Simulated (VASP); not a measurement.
# Ni (P2_1/m) in VASP: electric field gradients with LDA

Aim: the electric field gradients of Ni with LDA.

Program: VASP 6.6.1. These are calculated values, not measurements. Logs are shortened: lines on timing, memory, paths and dates and some standing lists are left out, and cuts for length are marked.

## 1. The cell of the first run

The structure is monoclinic, space group P2_1/m (No. 11). Conventional cell: a = 2.448 Å, b = 4.073 Å, c = 2.448 Å, α = 90.00°, β = 120.00°, γ = 90.00°. Ni (site symmetry m) has 12 Ni at 2.41 to 2.59 Å within 3.2 Å.

## 2. Electric field gradients, LDA, collinear spin, ferromagnetic start (atom 1 (Ni) moved by [0.141421, 0.141421, 0.0] A)

INCAR

```
  ALGO = Normal
  EDIFF = 1E-8
  ENCUT = 520
  ISIF = 2
  ISMEAR = -1
  ISPIN = 2
  LASPH = T
  LCHARG = F
  LEFG = T
  LMAXMIX = 4
  LORBIT = 11
  LREAL = F
  LWAVE = F
  MAGMOM = 1.5 1.5
  NBANDS = 21
  NELM = 150
  PREC = Accurate
  SIGMA = 0.08
```

KPOINTS

```
k-points
0
Gamma
  15 15 8
```

POSCAR

```
Ni
1.0
    2.4480228978      0.0000000000      0.0000000000
   -1.2240114489      2.1200500186      0.0000000000
    0.0000000000      0.0000000000      4.0728075700
Ni
2
Direct
    0.4244560318      0.7333731117      0.2500000000
    0.6666666667      0.3333333333      0.7500000000
```

Potentials or basis: VASP PAW LDA potentials, release 64 (Ni).

Launch:

```bash
$ cat potpaw_LDA.64/Ni/POTCAR > POTCAR
$ mpirun -np 1 vasp_std > vasp.out
```

OUTCAR:

```text
EDIFF = 1E-8
   ENCUT = 520
   ISIF = 2
   ISMEAR = -1
   ISPIN = 2
   LASPH = T
   LORBIT = 11
   LREAL = F
   NELM = 150
   PREC = Accurate

 ion  position               nearest neighbor table
   1  0.424  0.733  0.250-   2 2.41   2 2.41   2 2.46   2 2.46   2 2.59   2 2.59
   2  0.667  0.333  0.750-   1 2.41   1 2.41   1 2.46   1 2.46   1 2.59   1 2.59

  LATTYP: Found a hexagonal cell.
 ALAT       =     2.4480228978
 C/A-ratio  =     1.6637130207

  Lattice vectors:

 A1 = (   2.4480228978,   0.0000000000,   0.0000000000)
 A2 = (  -1.2240114489,   2.1200500186,   0.0000000000)
 A3 = (   0.0000000000,   0.0000000000,   4.0728075700)

Analysis of symmetry for initial positions (statically):
=====================================================================
 Subroutine PRICEL returns:
 Original cell was already a primitive cell.

 Routine SETGRP: Setting up the symmetry group for a
 hexagonal supercell.

 Subroutine GETGRP returns: Found  4 space group operations
 (whereof  1 operations were pure point group operations)
 out of a pool of 24 trial point group operations.

The static configuration has the point symmetry C_1 .
 The point group associated with its full space group is C_2h.

Analysis of symmetry for dynamics (positions and initial velocities):
=====================================================================
 Subroutine PRICEL returns:
 Original cell was already a primitive cell.

 Routine SETGRP: Setting up the symmetry group for a
 hexagonal supercell.

 Subroutine GETGRP returns: Found  4 space group operations
 (whereof  1 operations were pure point group operations)
 out of a pool of 24 trial point group operations.

The dynamic configuration has the point symmetry C_1 .
 The point group associated with its full space group is C_2h.

Analysis of structural, dynamic, and magnetic symmetry:
=====================================================================
 Subroutine PRICEL returns:
 Original cell was already a primitive cell.

 Routine SETGRP: Setting up the symmetry group for a
 hexagonal supercell.

 Subroutine GETGRP returns: Found  4 space group operations
 (whereof  1 operations were pure point group operations)
 out of a pool of 24 trial point group operations.

The overall configuration has the point symmetry C_1 .
 The point group associated with its full space group is C_2h.

 Subroutine INISYM returns: Found  4 space group operations
 (whereof  1 operations are pure point group operations),
 and found     1 'primitive' translations

----------------------------------------------------------------------------------------

                                     Primitive cell

  volume of cell :      21.1376

  direct lattice vectors                    reciprocal lattice vectors
     2.448022898  0.000000000  0.000000000     0.408492911  0.235843492  0.000000000
    -1.224011449  2.120050019  0.000000000     0.000000000  0.471686984  0.000000000
     0.000000000  0.000000000  4.072807570     0.000000000  0.000000000  0.245530873

  length of vectors
     2.448022898  2.448022898  4.072807570     0.471686984  0.471686984  0.245530873

  position of ions in fractional coordinates (direct lattice)
     0.424456032  0.733373112  0.250000000
     0.666666667  0.333333333  0.750000000

  ion indices of the primitive-cell ions
   primitive index   ion index
                 1           1
                 2           2

----------------------------------------------------------------------------------------

 KPOINTS: k-points

Automatic generation of k-mesh.
 Grid dimensions read from file:
 generate k-points for:   15   15    8

 Generating k-lattice:

  Cartesian coordinates                     Fractional coordinates (reciprocal lattice)
[... 61 lines left out ...]
   LREAL  =      F    real-space projection
   EDIFFG = 0.1E-06   stopping-criterion for IOM
   NSW    =      0    number of steps for IOM
   IBRION =     -1    ionic relax: 0-MD 1-quasi-New 2-CG
   NFREE  =      0    steps in history (QN), initial steepest desc. (CG)
   ISIF   =      2    stress and relaxation
   ISYM   =      2    0-nonsym 1-usesym 2-fastsym
   POTIM  = 0.5000    time-step for ionic-motion
   TEBEG  =    0.0;   TEEND  =   0.0 temperature during run
   PSTRESS=    0.0 pullay stress
   NELECT =      20.0000    total number of electrons
   NUPDOWN=      -1.0000    fix difference up-down
   EMIN   =  10.00;   EMAX   =-10.00  energy-range for DOS
   EFERMI =   0.00;   METHOD = LEGACY
   ISMEAR =    -1;   SIGMA  =   0.08  broadening in eV -4-tet -1-fermi 0-gaus
   EFERMI_NEDOS =   21; number of points for ismear=-14 and -15
   IALGO  =     38    algorithm
   IMIX   =      4    mixing-type and parameters
     AMIX     =   0.40;   BMIX     =  1.00
     AMIX_MAG =   1.60;   BMIX_MAG =  1.00
  volume/ion in A,a.u.               =      10.57        71.32
  Fermi-wavevector in a.u.,A,eV,Ry     =   1.607187  3.037143 35.144518  2.583049
  Thomas-Fermi vector in A             =   2.703255
   LORBIT       =     11    0 simple, 1 ext, 2 COOP (PROOUT), +10 PAW based schemes
   GGA     = CA    functional components
   LHFCALC =     F    Hartree Fock is set to
   AEXX    =    0.0000 exact exchange contribution
   IVDW    =     0    specifies the selected vdW correction
   LEPSILON=     F    determine dielectric tensor
   LRPA    =     F    only Hartree local field effects (RPA)
 spin polarized calculation
  energy-cutoff  :      520.00
  volume of cell :       21.14
 maximum number of plane-waves:       592
   NGX =  9   NGY =  9   NGZ = 15

 number of electron      20.0000002 magnetization       1.1888057

 Free energy of the ion-electron system (eV)
  ---------------------------------------------------
  ext. energy  EPLUGINS =         0.00000000
  ---------------------------------------------------
  free energy    TOTEN  =       -13.08007139 eV

  energy without entropy =      -13.00055869  energy(sigma->0) =      -13.04031504

 E-fermi :   9.4451     XC(G=0): -13.7817

 val. band max:        9.4446430473   @ k =  -0.0667   0.4667   0.0000
 cond. band min:       9.4452349080   @ k =  -0.2667   0.4000  -0.3750
 fundamental gap:      0.0005918607
 Fermi energy:         9.4450861014

 spin component 1

 k-point     1 :       0.0000    0.0000    0.0000
  band No.  band energies     occupation
      1       0.2603      1.00000
      2       4.4849      1.00000
      3       6.8146      1.00000
      4       7.0756      1.00000
      5       7.2144      1.00000
      6       7.3869      1.00000
[... 565 lines left out ...]
     20      38.5504      0.00000
     21      39.0233      0.00000

 [... further k-points ...]

 spin component 2

 k-point     1 :       0.0000    0.0000    0.0000
  band No.  band energies     occupation
      1       0.3070      1.00000
      2       4.8464      1.00000
      3       7.4060      1.00000
      4       7.6434      1.00000
      5       7.7979      1.00000
      6       7.9748      1.00000
[... 565 lines left out ...]
     20      38.6886      0.00000
     21      39.1787      0.00000

 [... further k-points ...]

------------------------ aborting loop because EDIFF is reached ----------------------------------------

  FORCE on cell =-STRESS in cart. coord.  units (eV):
  Direction    XX          YY          ZZ          XY          YZ          ZX
  --------------------------------------------------------------------------------------
  -------------------------------------------------------------------------------------
  Total       -1.5142000     -1.0327906     -1.4438849     -0.2408793      0.0000000      0.0000000
  in kB     -114.7726345    -78.2829900   -109.4429248    -18.2580566      0.0000000      0.0000000
  external PRESSURE =    -100.8328498 kB  Pullay stress =       0.0000000 kB

 VOLUME and BASIS-vectors are now :
 -----------------------------------------------------------------------------
  energy-cutoff  :      520.00
  volume of cell :       21.14
      direct lattice vectors                 reciprocal lattice vectors
     2.448022898  0.000000000  0.000000000     0.408492911  0.235843492  0.000000000
    -1.224011449  2.120050019  0.000000000     0.000000000  0.471686984  0.000000000
     0.000000000  0.000000000  4.072807570     0.000000000  0.000000000  0.245530873

 POSITION                                       TOTAL-FORCE (eV/Angst)
 -----------------------------------------------------------------------------------
      0.14142      1.55479      1.01820        -0.158749     -0.253532      0.000000
      1.22401      0.70668      3.05461         0.158749      0.253532     -0.000000
 -----------------------------------------------------------------------------------
    total drift:                               -0.000004     -0.000029     -0.000000

  FREE ENERGIE OF THE ION-ELECTRON SYSTEM (eV)
  ---------------------------------------------------
  free  energy   TOTEN  =       -13.0800713945 eV

  energy  without entropy=      -13.0005586878  energy(sigma->0) =      -13.04031504

 Electric field gradients (V/A^2)
---------------------------------------------------------------------
 ion       V_xx      V_yy      V_zz      V_xy      V_xz      V_yz
---------------------------------------------------------------------
   1       0.457     2.219    -2.676    -2.192    -0.000    -0.000
   2       0.459     2.214    -2.672    -2.197    -0.000    -0.000
---------------------------------------------------------------------

 Electric field gradients after diagonalization (V/A^2)
 (convention: |V_zz| > |V_xx| > |V_yy|)
----------------------------------------------------------------------
 ion       V_xx      V_yy      V_zz     asymmetry (V_yy - V_xx)/ V_zz
----------------------------------------------------------------------
   1      -2.676    -1.024     3.700       0.447
   2      -2.672    -1.029     3.702       0.444
----------------------------------------------------------------------

           NMR quadrupolar parameters

 Cq : quadrupolar parameter    Cq=e*Q*V_zz/h
 eta: asymmetry parameters     (V_yy - V_xx)/ V_zz
 Q  : nuclear electric quadrupole moment in mb (millibarn)
----------------------------------------------------------------------
 ion       Cq(MHz)       eta       Q (mb)
----------------------------------------------------------------------
   1       0.009       0.447       1.000
   2       0.009       0.444       1.000
----------------------------------------------------------------------

 total charge

# of ion       s       p       d       tot
------------------------------------------
    1        0.512   0.522   8.344   9.378
    2        0.512   0.522   8.344   9.378
--------------------------------------------------
tot          1.025   1.043  16.689  18.756

 magnetization (x)

# of ion       s       p       d       tot
------------------------------------------
    1       -0.004  -0.017   0.618   0.597
    2       -0.004  -0.017   0.618   0.597
--------------------------------------------------
tot         -0.008  -0.035   1.236   1.193
```

Run time: 11 min. Hardware: 1 thread of Oxide Virtual Turin-like, shared host; peak memory 0.38 GiB.

What came out:

| Quantity | Value |
| --- | --- |
| Free energy | -13.0801 eV |
| Pressure | -10.1 GPa |
| Largest force | 0.299 eV/Å |
| Net moment | 1.19 μB per cell |
| Site moments | Ni +0.60 μB |
| Largest electric field gradient by atom | Ni +3.7 V/Å² |
| Valence electrons inside the program's atomic spheres | Ni 9.38 |

Forces in eV/Å, atoms in the order of the input:
```
Ni  -0.159 -0.254  0.000
Ni   0.159  0.254  0.000
```

Stress tensor (GPa, compression positive):
```
-11.48  -1.83   0.00
 -1.83  -7.83   0.00
  0.00   0.00 -10.94
```

Electric field gradients, principal values (V/Å²):
```tsv
atom	least	middle	greatest (by size)
1 Ni	-1.024	-2.676	3.700
2 Ni	-1.029	-2.672	3.702
```

Caveat: the cell differs from its parent crystal (atom 1 (Ni) moved by [0.141421, 0.141421, 0.0] A); the cell stands under tension; without QUAD_EFG the Cq values of the log hold for a quadrupole moment of 1 mb, not for the nuclei.
